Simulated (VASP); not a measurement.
A run of VASP 6.6.1 is set up as follows.

Contents of INCAR:

```
SYSTEM = Mg3Zn13Si16P32
PREC = Accurate
ENCUT = 520
EDIFF = 1E-7
ISMEAR = -1
SIGMA = 0.05
LREAL = Auto
LASPH = .True.
NELM = 60
ALGO = Normal
ISIF = 2
LWAVE = .False.
LCHARG = .True.
GGA = PS
LELF = .True.
LVHAR = .True.
ISYM = 0
NBANDS = 231
```

KPOINTS

```
Automatic mesh
0
Gamma
  1 1 1
  0.25 0.25 0.25
```

File POSCAR:

```
Mg3Zn13Si16P32
1.0
   10.8196677956     -0.0000558144     -0.0000140816
   -0.0000558472     10.8133069218     -0.0000140814
   -0.0000129623     -0.0000129545     10.4383828481
Zn Mg Si P
13 3 16 32
Direct
    0.9991860000      0.0005940000      0.0011120000
    0.9992060000      0.4990280000      0.0010100000
    0.4987770000      0.5010090000      0.0016200000
    0.0004970000      0.2510050000      0.2505850000
    0.0000260000      0.7489180000      0.2501760000
    0.4982640000      0.2499580000      0.2506500000
    0.5010190000      0.7494480000      0.2504880000
    0.2488590000      0.9981770000      0.7501250000
    0.2496960000      0.5000290000      0.7506300000
    0.7518090000      0.0001930000      0.7504060000
    0.2494400000      0.2496630000      0.5001750000
    0.2493220000      0.7503800000      0.4997510000
    0.7502050000      0.7513120000      0.5002080000
    0.4995630000      0.0006660000      0.9997200000
    0.7479130000      0.4993240000      0.7496220000
    0.7471190000      0.2485590000      0.4987980000
    0.0029870000      0.9975710000      0.5002850000
    0.0050900000      0.5024780000      0.4989520000
    0.4973210000      0.9978960000      0.4999920000
    0.4944180000      0.5036650000      0.4959730000
    0.2477530000      0.9999040000      0.2505660000
    0.2496440000      0.5006280000      0.2480470000
    0.7529900000      0.9981650000      0.2511930000
    0.7496510000      0.5033970000      0.2486510000
    0.2472130000      0.2530330000      0.0007930000
    0.2475620000      0.7478580000      0.0002490000
    0.7521910000      0.2504050000      0.0019910000
    0.7531650000      0.7499490000      0.9986280000
    0.0050150000      0.2483270000      0.7504480000
    0.0025440000      0.7527500000      0.7502810000
    0.4942470000      0.2502150000      0.7502820000
    0.4975480000      0.7507500000      0.7478290000
    0.1316860000      0.1258610000      0.1250750000
    0.1303120000      0.6227370000      0.1240090000
    0.6406550000      0.1295600000      0.1328670000
    0.6335630000      0.6267920000      0.1226060000
    0.1194880000      0.1221220000      0.6247550000
    0.1192870000      0.6269820000      0.6253940000
    0.6081930000      0.1186930000      0.6317090000
    0.6088890000      0.6297000000      0.6174930000
    0.3667780000      0.3749010000      0.1249650000
    0.3600900000      0.8689810000      0.1299150000
    0.8673580000      0.3764080000      0.1260840000
    0.8674270000      0.8737780000      0.1247080000
    0.3737660000      0.1163100000      0.3744490000
    0.3709750000      0.6198020000      0.3722660000
    0.8817520000      0.1103830000      0.3715270000
    0.8748390000      0.6174310000      0.3761860000
    0.1265050000      0.3833940000      0.3737870000
    0.1252910000      0.8808270000      0.3750240000
    0.6180670000      0.3911890000      0.3691090000
    0.6249480000      0.8827250000      0.3749760000
    0.1235380000      0.3689230000      0.8759830000
    0.1253910000      0.8685900000      0.8763060000
    0.6179400000      0.3596900000      0.8810880000
    0.6302480000      0.8608980000      0.8687680000
    0.3813180000      0.3764610000      0.6230170000
    0.3791530000      0.8746340000      0.6247290000
    0.8967180000      0.3745580000      0.6239760000
    0.8833380000      0.8753250000      0.6248880000
    0.3649490000      0.1386050000      0.8708930000
    0.3745390000      0.6327540000      0.8750700000
    0.8756180000      0.1335440000      0.8744470000
    0.8823770000      0.6372970000      0.8787190000
```

Potentials or basis: VASP PAW PBE potentials, release 64 (Zn, Mg, Si, P).

Command:

```bash
$ cat potpaw_PBE.64/Zn/POTCAR potpaw_PBE.64/Mg/POTCAR potpaw_PBE.64/Si/POTCAR potpaw_PBE.64/P/POTCAR > POTCAR
$ mpirun -np 1 vasp_std > vasp.out
```

(1) Estimate the largest force.

(2) Estimate the band gap on the k mesh.

(3) What does it give for the pressure?

Answers

(1) 0.091 eV/Å.

(2) 1.81 eV.

(3) 0.1 GPa.

Caveat: the PAW data sets were made with another functional, which shifts forces and pressure a little; a shifted mesh leaves out Γ, where band edges can lie.
